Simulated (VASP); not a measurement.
Write the native input for VASP 6.6.1 that does the following.

| Item | Value |
| --- | --- |
| Task | single point |
| Functional | r2SCAN |
| Potentials or basis | VASP PAW PBE potentials, release 64 (W_sv, S) |
| Cutoff | 520 eV |
| k mesh | 10 × 10 × 2 |
| Occupations | fermi-dirac, width 0.05 eV |
| Spin | no spin polarisation |
| Dipole correction | no |
| Further INCAR settings | ALGO = Normal; EDIFF = 1e-06; NBANDS = 35 |

Slab: WS2, a slab with vacuum.

```xyz
6
Lattice="3.1832 0.0000 0.0000 -1.5916 2.7567 0.0000 0.0000 0.0000 23.6688" Properties=species:S:1:pos:R:3 pbc="T T T"
W     1.5916    0.9189    8.5842
W     0.0000    1.8378   15.0845
S     1.5916    0.9189   16.6435
S     0.0000    1.8378   10.1434
S     1.5916    0.9189   13.5253
S     0.0000    1.8378    7.0253
```

The input as run:

POSCAR

```
WS2
1.0
    3.1832085602      0.0000000000      0.0000000000
   -1.5916042801      2.7567394786      0.0000000000
    0.0000000000      0.0000000000     23.6687632500
W S
2 4
Direct
    0.6666666667      0.3333333333      0.3626824600
    0.3333333333      0.6666666667      0.6373175400
    0.6666666667      0.3333333333      0.7031838900
    0.3333333333      0.6666666667      0.4285581700
    0.6666666667      0.3333333333      0.5714418300
    0.3333333333      0.6666666667      0.2968161100
```

INCAR.step1

```
PREC     = Accurate       # precision mode
ENCUT    = 520            # plane-wave cutoff, eV
ISMEAR   = -1             # smearing method
SIGMA    = 0.05           # smearing width, eV
LREAL    = False          # projectors in reciprocal space
LASPH    = True           # aspherical terms in the spheres
NELM     = 100            # most SCF steps
NBANDS   = 35             # bands
GGA      = PE             # functional
ALGO     = Normal         # electronic algorithm
EDIFF    = 1E-4           # SCF threshold, eV
LWAVE    = True           # write WAVECAR
LCHARG   = False          # write CHGCAR
```

INCAR.step2

```
PREC     = Accurate       # precision mode
ENCUT    = 520            # plane-wave cutoff, eV
EDIFF    = 1E-6           # SCF threshold, eV
ISMEAR   = -1             # smearing method
SIGMA    = 0.05           # smearing width, eV
LREAL    = False          # projectors in reciprocal space
LASPH    = True           # aspherical terms in the spheres
NELM     = 100            # most SCF steps
ALGO     = Normal         # electronic algorithm
ISIF     = 2              # what is computed and relaxed
LWAVE    = False          # write WAVECAR
LCHARG   = True           # write CHGCAR
METAGGA  = R2SCAN         # meta-GGA
LMIXTAU  = True         
LELF     = True           # ELF
LVHAR    = True         
NBANDS   = 35             # bands
ISTART   = 1
```

KPOINTS

```
Automatic mesh
0
Gamma
  10 10 2
```

Potentials or basis: VASP PAW PBE potentials, release 64 (W_sv, S).

Run with:

```sh
$ cat potpaw_PBE.64/W_sv/POTCAR potpaw_PBE.64/S/POTCAR > POTCAR
$ cp INCAR.step1 INCAR
$ mpirun -np 1 vasp_std > vasp.out
$ cp INCAR.step2 INCAR
$ mpirun -np 1 vasp_std > vasp.out
```

It gave:

The largest force is 0.012 eV/Å and the band gap on the k mesh is 1.78 eV, indirect (least direct gap 2.25 eV).

Caveat: the PAW data sets were made with another functional, which shifts forces and pressure a little; spin-orbit coupling is left out, which moves the levels of the heavy elements.

It took 13 min on 1 thread of Intel Xeon 6975P-C, with other jobs on the host, peak memory 0.45 GiB.
